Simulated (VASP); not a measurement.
Runs of VASP 6.6.1 on NaCl. The structure is that of space group Fm-3m (No. 225), or close to it. The cells are those of the table. 

| task | cell | gap on the mesh (eV) | pressure (GPa) |
| --- | --- | --- | --- |
| relaxation of cell and atoms | relaxed to 10 GPa from a = 3.965 Å, angles 60.0, 60.0, 90.0°, 2 atoms | 7.11 | 10.0 |
| relaxation of cell and atoms | relaxed to 7 GPa from a = 3.965 Å, angles 60.0, 60.0, 90.0°, 2 atoms | (a) | 7.0 |
| single point | a = 3.611 Å, angles 60.0, 60.0, 90.0°, 2 atoms | 7.48 | (b) |
| single point | a = 3.688 Å, angles 60.0, 60.0, 90.0°, 2 atoms | 7.09 | 9.6 |
| relaxation of cell and atoms | relaxed to -2 GPa from a = 3.965 Å, angles 60.0, 60.0, 90.0°, 2 atoms | 5.68 | -2.0 |
| single point | a = 4.085 Å, angles 60.0, 60.0, 90.0°, 2 atoms | 5.64 | -2.2 |
| relaxation of cell and atoms | relaxed to 15 GPa from a = 3.965 Å, angles 60.0, 60.0, 90.0°, 2 atoms | 7.51 | 15.0 |
| relaxation of cell and atoms | relaxed to 2 GPa from a = 3.965 Å, angles 60.0, 60.0, 90.0°, 2 atoms | 6.31 | 2.0 |
| single point | a = 3.747 Å, angles 60.0, 60.0, 90.0°, 2 atoms | (c) | 6.7 |

Alike in all rows: level r2SCAN; potentials or basis VASP PAW PBE potentials, release 64 (Na_pv, Cl); no spin polarisation; k mesh 8 × 8 × 8; cutoff (eV) 550; smearing gaussian 0.01 eV.

Q: Estimate the missing entries.

A: (a) 6.85; (b) 14.8; (c) 6.82.

Caveats: the PAW data sets were made with another functional, which shifts forces and pressure a little; the cell is relaxed towards a set pressure, so the run minimises the enthalpy, not the energy (at least some runs); the cell stands under pressure (at least some runs).

A k mesh can miss the band edges.
